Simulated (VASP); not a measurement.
A run of VASP 6.6.1 is set up as follows.

POSCAR

```
B
1.0
    1.9092862419      0.0000000000      0.0000000000
    0.0000000000      1.9092862419      0.0000000000
    0.0000000000      0.0000000000      1.9092862419
B
1
Direct
    0.0000000000      0.0000000000      0.0000000000
```

File INCAR.step1:

```
SYSTEM = B
PREC     = Accurate       ! precision mode
ENCUT    = 520            ! plane-wave cutoff, eV
ISMEAR   = -1             ! smearing method
SIGMA    = 0.1            ! smearing width, eV
LREAL    = .False.        ! projectors in reciprocal space
LASPH    = .True.         ! aspherical terms in the spheres
NELM     = 80             ! most SCF steps
NBANDS   = 8              ! bands
GGA      = PE             ! functional
ALGO     = Normal         ! electronic algorithm
EDIFF    = 1E-4           ! SCF threshold, eV
LWAVE    = .True.         ! write WAVECAR
LCHARG   = .False.        ! write CHGCAR
```

The input INCAR.step2:

```
SYSTEM = B
PREC     = Accurate       ! precision mode
ENCUT    = 520            ! plane-wave cutoff, eV
EDIFF    = 1E-6           ! SCF threshold, eV
ISMEAR   = -1             ! smearing method
SIGMA    = 0.1            ! smearing width, eV
LREAL    = .False.        ! projectors in reciprocal space
LASPH    = .True.         ! aspherical terms in the spheres
NELM     = 80             ! most SCF steps
ALGO     = Normal         ! electronic algorithm
ISIF     = 2              ! what is computed and relaxed
LWAVE    = .False.        ! write WAVECAR
LCHARG   = .False.        ! write CHGCAR
METAGGA  = R2SCAN         ! meta-GGA
LMIXTAU  = .True.       
NBANDS   = 8              ! bands
ISTART   = 1
```

Contents of KPOINTS:

```
Automatic mesh
0
Gamma
  19 19 19
  0 0 0
```

Potentials or basis: VASP PAW PBE potentials, release 64 (B).

Command:

```bash
$ cat potpaw_PBE.64/B/POTCAR > POTCAR
$ cp INCAR.step1 INCAR
$ mpirun -np 1 vasp_std > vasp.out
$ cp INCAR.step2 INCAR
$ mpirun -np 1 vasp_std > vasp.out
```

Question: What does it give for the pressure?

Answer: -8.3 GPa.

Caveat: the PAW data sets were made with another functional, which shifts forces and pressure a little.
